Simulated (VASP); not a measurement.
# C (R-3m) in VASP: further runs

C is run at these levels: LDA; tasks: single point.

All numbers are computed with VASP 6.6.1; they aren't measurements. Logs are shortened: lines on timing, memory, paths and dates and some standing lists are left out, and cuts for length are marked.

## 1. The cell of the first run

It takes space group R-3m (No. 166, trigonal). Conventional cell: a = 2.333 Å, b = 2.333 Å, c = 9.539 Å, α = 90.00°, β = 90.00°, γ = 120.00°. C (site symmetry 3m) has 3 C at 1.35 Å within 1.8 Å.

## 2. Single point, LDA (strain -0.050 along x and y, -0.050 along z)

The input, INCAR:

```
SYSTEM = C
PREC = Accurate ; ENCUT = 520
EDIFF = 1E-7 ; ISMEAR = 0
SIGMA = 0.05 ; LREAL = .FALSE.
LASPH = .TRUE. ; NELM = 100
ALGO = Normal ; ISIF = 2
LWAVE = .FALSE. ; LCHARG = .TRUE.
GGA = CA ; LELF = .TRUE.
LVHAR = .TRUE. ; NBANDS = 11
```

The input, KPOINTS:

```
regular mesh
0
G
  12 12 12
  0 0 0
```

The input, POSCAR:

```
C
1.0
    1.1666250292      0.6735512746      3.1796602974
   -1.1666250292      0.6735512746      3.1796602974
    0.0000000000     -1.3471025493      3.1796602974
C
2
Direct
    0.1640000000      0.1640000000      0.1640000000
    0.8360000000      0.8360000000      0.8360000000
```

Potentials or basis: VASP PAW LDA potentials, release 64 (C).

The run is started by

```bash
> cat potpaw_LDA.64/C/POTCAR > POTCAR
> mpirun -np 1 vasp_std > vasp.out
```

OUTCAR:

```text
SYSTEM = C
   PREC = Accurate
   ENCUT = 520
   EDIFF = 1E-7
   ISMEAR = 0
   LREAL = .FALSE.
   LASPH = .TRUE.
   NELM = 100
   ISIF = 2
   GGA = CA

 ion  position               nearest neighbor table
   1  0.164  0.164  0.164-   2 1.35   2 1.35   2 1.35
   2  0.836  0.836  0.836-   1 1.35   1 1.35   1 1.35

  LATTYP: Found a trigonal (rhomboedric) cell.
 ALAT       =     3.4532484540
 COS(alpha) =     0.7717362630

  Lattice vectors:

 A1 = (   1.1666250292,   0.6735512746,   3.1796602974)
 A2 = (  -1.1666250292,   0.6735512746,   3.1796602974)
 A3 = (   0.0000000000,  -1.3471025493,   3.1796602974)

Analysis of symmetry for initial positions (statically):
=====================================================================
 Subroutine PRICEL returns:
 Original cell was already a primitive cell.

 Routine SETGRP: Setting up the symmetry group for a
 trigonal (rhombohedral) supercell.

 Subroutine GETGRP returns: Found 12 space group operations
 (whereof 12 operations were pure point group operations)
 out of a pool of 12 trial point group operations.

The static configuration has the point symmetry D_3d.

Analysis of symmetry for dynamics (positions and initial velocities):
=====================================================================
 Subroutine PRICEL returns:
 Original cell was already a primitive cell.

 Routine SETGRP: Setting up the symmetry group for a
 trigonal (rhombohedral) supercell.

 Subroutine GETGRP returns: Found 12 space group operations
 (whereof 12 operations were pure point group operations)
 out of a pool of 12 trial point group operations.

The dynamic configuration has the point symmetry D_3d.

 Subroutine INISYM returns: Found 12 space group operations
 (whereof 12 operations are pure point group operations),
 and found     1 'primitive' translations

----------------------------------------------------------------------------------------

                                     Primitive cell

  volume of cell :      14.9911

  direct lattice vectors                    reciprocal lattice vectors
     1.166625029  0.673551275  3.179660297     0.428586725  0.247444661  0.104833002
    -1.166625029  0.673551275  3.179660297    -0.428586725  0.247444661  0.104833002
     0.000000000 -1.347102549  3.179660297     0.000000000 -0.494889322  0.104833002

  length of vectors
     3.453248454  3.453248454  3.453248454     0.505870931  0.505870931  0.505870931

  position of ions in fractional coordinates (direct lattice)
     0.164000000  0.164000000  0.164000000
     0.836000000  0.836000000  0.836000000

  ion indices of the primitive-cell ions
   primitive index   ion index
                 1           1
                 2           2

----------------------------------------------------------------------------------------

 KPOINTS: regular mesh

Automatic generation of k-mesh.
 Grid dimensions read from file:
 generate k-points for:   12   12   12

 Generating k-lattice:

  Cartesian coordinates                     Fractional coordinates (reciprocal lattice)
     0.035715560  0.020620388  0.008736083     0.083333333  0.000000000  0.000000000
    -0.035715560  0.020620388  0.008736083     0.000000000  0.083333333  0.000000000
     0.000000000 -0.041240777  0.008736083     0.000000000  0.000000000  0.083333333

  Length of vectors
     0.042155911  0.042155911  0.042155911

  Shift w.r.t. Gamma in fractional coordinates (k-lattice)
     0.000000000  0.000000000  0.000000000

 Subroutine IBZKPT returns following result:
 ===========================================

 Found    189 irreducible k-points:

 Following reciprocal coordinates:
            Coordinates               Weight
  0.000000  0.000000  0.000000      1.000000
  0.083333  0.000000 -0.000000      6.000000
  0.166667 -0.000000 -0.000000      6.000000
  0.250000 -0.000000 -0.000000      6.000000
  0.333333 -0.000000 -0.000000      6.000000
  0.416667 -0.000000 -0.000000      6.000000
[... 16 lines left out ...]
  0.500000  0.166667 -0.000000     12.000000
 -0.416667  0.166667  0.000000     12.000000
 [... further k-points ...]
   k-points           NKPTS =    189   k-points in BZ     NKDIM =    189   number of bands    NBANDS=     11
   number of dos      NEDOS =    301   number of ions     NIONS =      2
   total plane-waves  NPLWV =  21952
   dimension x,y,z NGX =    28 NGY =   28 NGZ =   28
   dimension x,y,z NGXF=    56 NGYF=   56 NGZF=   56
   ions per type =               2
   NGX,Y,Z   is equivalent  to a cutoff of  13.48, 13.48, 13.48 a.u.
   NGXF,Y,Z  is equivalent  to a cutoff of  26.96, 26.96, 26.96 a.u.
 SYSTEM =  C
   PREC   = accura    normal or accurate (medium, high low for compatibility)
   ISTART =      0    job   : 0-new  1-cont  2-samecut
   ICHARG =      2    charge: 1-file 2-atom 10-const
   ISPIN  =      1    spin polarized calculation?
   LNONCOLLINEAR =      F non collinear calculations
   LSORBIT =      F    spin-orbit coupling
[... 56 lines left out ...]
 fundamental gap:      0.9603703087
 Fermi energy:         5.8381812286

 k-point     1 :       0.0000    0.0000    0.0000
  band No.  band energies     occupation
      1     -14.7140      2.00000
      2      -1.3084      2.00000
      3       3.2695      2.00000
      4       3.2695      2.00000
      5       9.7595      0.00000
      6      15.6046      0.00000
      7      15.6046      0.00000
      8      19.4959      0.00000
      9      23.0946      0.00000
     10      30.8677      0.00000
     11      34.1906      0.00000

 k-point     2 :       0.0833    0.0000   -0.0000
  band No.  band energies     occupation
      1     -14.5293      2.00000
      2      -1.1189      2.00000
      3       2.5870      2.00000
      4       2.8708      2.00000
      5      10.0170      0.00000
      6      15.7339      0.00000
      7      16.4130      0.00000
      8      18.7901      0.00000
      9      23.2946      0.00000
     10      31.4735      0.00000
     11      32.4836      0.00000

 k-point     3 :       0.1667   -0.0000   -0.0000
  band No.  band energies     occupation
      1     -13.9774      2.00000
      2      -0.5568      2.00000
      3       0.8495      2.00000
      4       1.9466      2.00000
      5      10.7833      0.00000
      6      15.8786      0.00000
      7      16.9958      0.00000
      8      18.5444      0.00000
      9      23.8535      0.00000
     10      29.5457      0.00000
     11      31.8146      0.00000

 k-point     4 :       0.2500   -0.0000   -0.0000
  band No.  band energies     occupation
      1     -13.0659      2.00000
      2      -1.4338      2.00000
      3       0.3950      2.00000
      4       0.9315      2.00000
      5      11.9359      0.00000
      6      14.5929      0.00000
      7      15.9875      0.00000
      8      21.4806      0.00000
      9      24.2023      0.00000
     10      27.5851      0.00000
     11      29.9787      0.00000

 k-point     5 :       0.3333   -0.0000   -0.0000
  band No.  band energies     occupation
      1     -11.8070      2.00000
      2      -3.8364      2.00000
      3       0.0912      2.00000
      4       1.6533      2.00000
      5      11.4394      0.00000
      6      14.2755      0.00000
      7      15.8748      0.00000
      8      23.1745      0.00000
      9      24.7205      0.00000
     10      27.0124      0.00000
     11      28.7145      0.00000
[... 211 lines left out ...]
 k-point    21 :       0.3333    0.1667   -0.0000
  band No.  band energies     occupation
      1     -12.4651      2.00000
      2      -1.6752      2.00000
      3      -0.6658      2.00000
      4       0.5170      2.00000
      5      12.9682      0.00000
      6      14.1201      0.00000
      7      17.6625      0.00000
      8      20.3058      0.00000
      9      23.6544      0.00000
     10      26.9280      0.00000
     11      31.9891      0.00000

 k-point    22 :       0.4167    0.1667   -0.0000
  band No.  band energies     occupation
      1     -11.2120      2.00000
      2      -3.6275      2.00000
      3      -1.7725      2.00000
      4       1.7425      2.00000
      5      11.1566      0.00000
      6      15.6378      0.00000
      7      18.3665      0.00000
      8      21.0141      0.00000
      9      22.1049      0.00000
     10      27.2069      0.00000
     11      31.5672      0.00000

 k-point    23 :       0.5000    0.1667   -0.0000
  band No.  band energies     occupation
      1      -9.6467      2.00000
      2      -5.8093      2.00000
      3      -2.3615      2.00000
      4       3.2492      2.00000
      5       9.1688      0.00000
      6      17.2196      0.00000
      7      18.4805      0.00000
      8      20.2573      0.00000
      9      22.0320      0.00000
     10      27.3398      0.00000
     11      32.3978      0.00000

 k-point    24 :      -0.4167    0.1667    0.0000
  band No.  band energies     occupation
      1      -8.0543      2.00000
      2      -7.6330      2.00000
      3      -2.5576      2.00000
      4       4.5191      2.00000
      5       7.7914      0.00000
      6      17.8847      0.00000
      7      18.3895      0.00000
      8      18.8461      0.00000
      9      22.7164      0.00000
     10      28.4356      0.00000
     11      31.6109      0.00000

 [... further k-points ...]
[... 5 lines left out ...]
  --------------------------------------------------------------------------------------
  -------------------------------------------------------------------------------------
  Total        7.3899503      7.3899503      0.0502865      0.0000000     -0.0000000      0.0000000
  in kB      789.8018940    789.8018939      5.3743739      0.0000000     -0.0000000      0.0000000
  external PRESSURE =     528.3260539 kB  Pullay stress =       0.0000000 kB

 VOLUME and BASIS-vectors are now :
 -----------------------------------------------------------------------------
  energy-cutoff  :      520.00
  volume of cell :       14.99
      direct lattice vectors                 reciprocal lattice vectors
     1.166625029  0.673551275  3.179660297     0.428586725  0.247444661  0.104833002
    -1.166625029  0.673551275  3.179660297    -0.428586725  0.247444661  0.104833002
     0.000000000 -1.347102549  3.179660297     0.000000000 -0.494889322  0.104833002

 POSITION                                       TOTAL-FORCE (eV/Angst)
 -----------------------------------------------------------------------------------
      0.00000     -0.00000      1.56439         0.000000     -0.000000      0.768388
      0.00000     -0.00000      7.97459         0.000000      0.000000     -0.768388
 -----------------------------------------------------------------------------------
    total drift:                                0.000000     -0.000000      0.000000

  FREE ENERGIE OF THE ION-ELECTRON SYSTEM (eV)
  ---------------------------------------------------
  free  energy   TOTEN  =       -19.8583140547 eV

  energy  without entropy=      -19.8583140547  energy(sigma->0) =      -19.85831405
```

Run time: 25 s. Hardware: 1 thread of Intel Xeon 6975P-C, shared host; peak memory 0.15 GiB.

Results:

- Free energy: -19.8583 eV
- Pressure: 52.8 GPa
- Largest force: 0.768 eV/Å
- Band gap on the k mesh: 0.96 eV, direct

Forces on the atoms (eV/Å):
```
C    0.000  0.000  0.768
C    0.000  0.000 -0.768
```

Caveat: the cell differs from its parent crystal (strain -0.050 along x and y, -0.050 along z). A k mesh can miss the band edges.

## 3. Single point, LDA (strain -0.050 along x and y, -0.025 along z)

The input, INCAR:

```
  PREC = Accurate
  ENCUT = 520
  EDIFF = 1E-6
  ISMEAR = 0
  SIGMA = 0.05
  LREAL = F
  LASPH = T
  NELM = 100
  ALGO = Normal
  ISIF = 2
  LWAVE = F
  LCHARG = F
  GGA = CA
  NBANDS = 11
```

The input, KPOINTS:

```
Automatic mesh
0
Gamma
  12 12 12
```

The input, POSCAR:

```
C
1.0
    1.1666250292      0.6735512746      3.2633355684
   -1.1666250292      0.6735512746      3.2633355684
    0.0000000000     -1.3471025493      3.2633355684
C
2
Direct
    0.1640000000      0.1640000000      0.1640000000
    0.8360000000      0.8360000000      0.8360000000
```

Potentials or basis: VASP PAW LDA potentials, release 64 (C).

The run is started by

```bash
> cat potpaw_LDA.64/C/POTCAR > POTCAR
> mpirun -np 1 vasp_std > vasp.out
```

Wall time 24 s (1 thread of Intel Xeon 6975P-C, shared host); peak memory 0.15 GiB.

Results (log left out):

```
Free energy            : -19.8586 eV
Pressure               : 51.2 GPa
Largest force          : 0.801 eV/Å
Band gap on the k mesh : 0.84 eV, direct
```

Forces on the atoms (eV/Å):
```
C    0.000  0.000  0.801
C    0.000  0.000 -0.801
```

Stress tensor (GPa, compression positive):
```
77.06  0.00  0.00
 0.00 77.06  0.00
 0.00  0.00 -0.65
```

Levels at points of the mesh, in eV from the valence-band top:
| k point | band 1 | band 2 | band 3 | band 4 | band 5 | band 6 | band 7 | band 8 | band 9 |
| --- | --- | --- | --- | --- | --- | --- | --- | --- | --- |
| (0.00, 0.00, 0.00) | -20.37 | -7.17 | -2.43 | -2.43 | 3.81 | 9.90 | 9.90 | 13.82 | 17.37 |
| (0.50, 0.00, 0.00) | -14.17 | -13.84 | -6.34 | -1.80 | 2.35 | 9.89 | 12.83 | 13.03 | 19.71 |
| (0.50, 0.50, 0.00) | -14.04 | -13.74 | -6.40 | -2.71 | 1.72 | 9.39 | 13.88 | 16.15 | 21.92 |
| (0.50, 0.50, 0.50) | -20.00 | -9.41 | -2.45 | -2.45 | 9.86 | 9.86 | 10.67 | 13.81 | 17.08 |

Caveat: the cell differs from its parent crystal (strain -0.050 along x and y, -0.025 along z). A k mesh can miss the band edges.

## 4. Single point, LDA (strain -0.050 along x and y, +0.000 along z)

The input, INCAR:

```
SYSTEM = C
ALGO = Normal
EDIFF = 1E-6
ENCUT = 520
GGA = CA
ISIF = 2
ISMEAR = 0
LASPH = .True.
LCHARG = .True.
LELF = .True.
LREAL = .False.
LVHAR = .True.
LWAVE = .False.
NBANDS = 11
NELM = 60
PREC = Accurate
SIGMA = 0.05
```

The input, KPOINTS:

```
k-points
0
Gamma
  12 12 12
  0 0 0
```

The input, POSCAR:

```
C
1.0
    1.1666250292      0.6735512746      3.3470108394
   -1.1666250292      0.6735512746      3.3470108394
    0.0000000000     -1.3471025493      3.3470108394
C
2
Direct
    0.1640000000      0.1640000000      0.1640000000
    0.8360000000      0.8360000000      0.8360000000
```

The run is started by

```bash
> cat potpaw_LDA.64/C/POTCAR > POTCAR
> mpirun -np 1 vasp_std > vasp.out
```

It took 22 s on 1 thread of Intel Xeon 6975P-C, shared host; peak memory 0.15 GiB.

The run converged. Its results:

* Free energy: -19.8563 eV
* Pressure: 49.7 GPa
* Largest force: 0.831 eV/Å
* Band gap on the k mesh: 0.73 eV, direct

Forces on the atoms (eV/Å):
```
C    0.000  0.000  0.831
C    0.000  0.000 -0.831
```

Stress tensor (GPa, compression positive):
```
75.21  0.00  0.00
 0.00 75.21  0.00
 0.00  0.00 -1.46
```

Levels at points of the mesh, in eV from the valence-band top:
```
           k point  band 1  band 2  band 3  band 4  band 5  band 6  band 7  band 8  band 9
(0.00, 0.00, 0.00)  -20.40   -7.38   -2.50   -2.50    3.52    9.83    9.83   13.78   17.28
(0.50, 0.00, 0.00)  -14.22  -13.89   -6.41   -1.91    2.26    9.79   12.56   12.78   19.39
(0.50, 0.50, 0.00)  -14.11  -13.81   -6.45   -2.71    1.70    9.37   13.59   15.65   21.44
(0.50, 0.50, 0.50)  -20.09   -9.35   -2.51   -2.51    9.80    9.80    9.95   13.66   17.04
```

Caveat: the cell differs from its parent crystal (strain -0.050 along x and y, +0.000 along z). A k mesh can miss the band edges.

## 5. Single point, LDA (strain -0.025 along x and y, -0.050 along z)

The input, INCAR:

```
  PREC = Accurate
  ENCUT = 520
  EDIFF = 1E-7
  ISMEAR = 0
  SIGMA = 0.05
  LREAL = False
  LASPH = True
  NELM = 100
  ALGO = Normal
  ISIF = 2
  LWAVE = False
  LCHARG = False
  NBANDS = 11
```

The input, KPOINTS:

```
Automatic mesh
0
Gamma
  12 12 12
```

The input, POSCAR:

```
C
1.0
    1.1973256878      0.6912763082      3.1796602974
   -1.1973256878      0.6912763082      3.1796602974
    0.0000000000     -1.3825526163      3.1796602974
C
2
Direct
    0.1640000000      0.1640000000      0.1640000000
    0.8360000000      0.8360000000      0.8360000000
```

The run is started by

```bash
> cat potpaw_LDA.64/C/POTCAR > POTCAR
> mpirun -np 1 vasp_std > vasp.out
```

Run time: 28 s. Hardware: 1 thread of Intel Xeon 6975P-C, shared host; peak memory 0.15 GiB.

It converged, with:

```
Free energy            : -20.1318 eV
Pressure               : 21.7 GPa
Largest force          : 0.808 eV/Å
Band gap on the k mesh : 0.99 eV, direct
```

Forces in eV/Å, atoms in the order of the input:
```
C    0.000  0.000  0.808
C    0.000  0.000 -0.808
```

Stress tensor (GPa, compression positive):
```
32.22  0.00  0.00
 0.00 32.22  0.00
 0.00  0.00  0.77
```

Levels at points of the mesh, in eV from the valence-band top:
```
           k point  band 2  band 3  band 4  band 5  band 6  band 7
(0.00, 0.00, 0.00)   -6.31   -2.40   -2.40    4.49    9.43    9.43
(0.50, 0.00, 0.00)  -13.23   -6.03   -1.46    2.43    9.19   13.06
(0.50, 0.50, 0.00)  -13.10   -6.11   -2.55    1.76    8.58   13.89
(0.50, 0.50, 0.50)   -8.91   -2.43   -2.43    9.38    9.38   11.78
```

Caveat: the cell differs from its parent crystal (strain -0.025 along x and y, -0.050 along z). A k mesh can miss the band edges.

## 6. Single point, LDA (strain -0.050 along x and y, +0.025 along z)

The input, INCAR:

```
ALGO = Normal ; EDIFF = 1E-7
ENCUT = 520 ; GGA = CA
ISIF = 2 ; ISMEAR = 0
LASPH = T ; LCHARG = T
LELF = T ; LREAL = F
LVHAR = T ; LWAVE = F
NBANDS = 11 ; NELM = 80
PREC = Accurate ; SIGMA = 0.05
```

The input, KPOINTS:

```
k-points
0
Gamma
  12 12 12
```

The input, POSCAR:

```
C
1.0
    1.1666250292      0.6735512746      3.4306861104
   -1.1666250292      0.6735512746      3.4306861104
    0.0000000000     -1.3471025493      3.4306861104
C
2
Direct
    0.1640000000      0.1640000000      0.1640000000
    0.8360000000      0.8360000000      0.8360000000
```

Potentials or basis: VASP PAW LDA potentials, release 64 (C).

The run is started by

```bash
> cat potpaw_LDA.64/C/POTCAR > POTCAR
> mpirun -np 1 vasp_std > vasp.out
```

It took 31 s on 1 thread of Intel Xeon 6975P-C, shared host; peak memory 0.15 GiB.

The run converged. Its results:

- Free energy: -19.8525 eV
- Pressure: 48.3 GPa
- Largest force: 0.860 eV/Å
- Band gap on the k mesh: 0.63 eV, direct

Forces in eV/Å, atoms in the order of the input:
```
C    0.000  0.000  0.860
C    0.000  0.000 -0.860
```

Stress tensor (GPa, compression positive):
```
73.42  0.00  0.00
 0.00 73.42  0.00
 0.00  0.00 -2.00
```

Levels at points of the mesh, in eV from the valence-band top:
| k point | band 1 | band 2 | band 3 | band 4 | band 5 | band 6 | band 7 | band 8 | band 9 |
| --- | --- | --- | --- | --- | --- | --- | --- | --- | --- |
| (0.00, 0.00, 0.00) | -20.42 | -7.57 | -2.55 | -2.55 | 3.28 | 9.78 | 9.78 | 13.74 | 17.20 |
| (0.50, 0.00, 0.00) | -14.26 | -13.94 | -6.47 | -2.02 | 2.19 | 9.70 | 12.31 | 12.57 | 19.10 |
| (0.50, 0.50, 0.00) | -14.18 | -13.87 | -6.50 | -2.71 | 1.69 | 9.35 | 13.32 | 15.20 | 20.97 |
| (0.50, 0.50, 0.50) | -20.17 | -9.30 | -2.56 | -2.56 | 9.30 | 9.75 | 9.75 | 13.49 | 16.99 |

Caveat: the cell differs from its parent crystal (strain -0.050 along x and y, +0.025 along z). A k mesh can miss the band edges.

## 7. The runs side by side

```csv
cell,gap on the mesh (eV),pressure (GPa),largest force (eV/Å)
"a = 3.453 Å, angles 39.5°, 2 atoms",0.96,52.8,0.77
"a = 3.530 Å, angles 38.6°, 2 atoms",0.84,51.2,0.80
"a = 3.608 Å, angles 37.7°, 2 atoms",0.73,49.7,0.83
"a = 3.467 Å, angles 40.4°, 2 atoms",0.99,21.7,0.81
"a = 3.686 Å, angles 36.9°, 2 atoms",0.63,48.3,0.86
```

Alike in all rows: task single point; level LDA; potentials or basis VASP PAW LDA potentials, release 64 (C); no spin polarisation; k mesh 12 × 12 × 12; cutoff (eV) 520; smearing gaussian 0.05 eV.

Absolute energies hang on the potentials; compare differences alone.
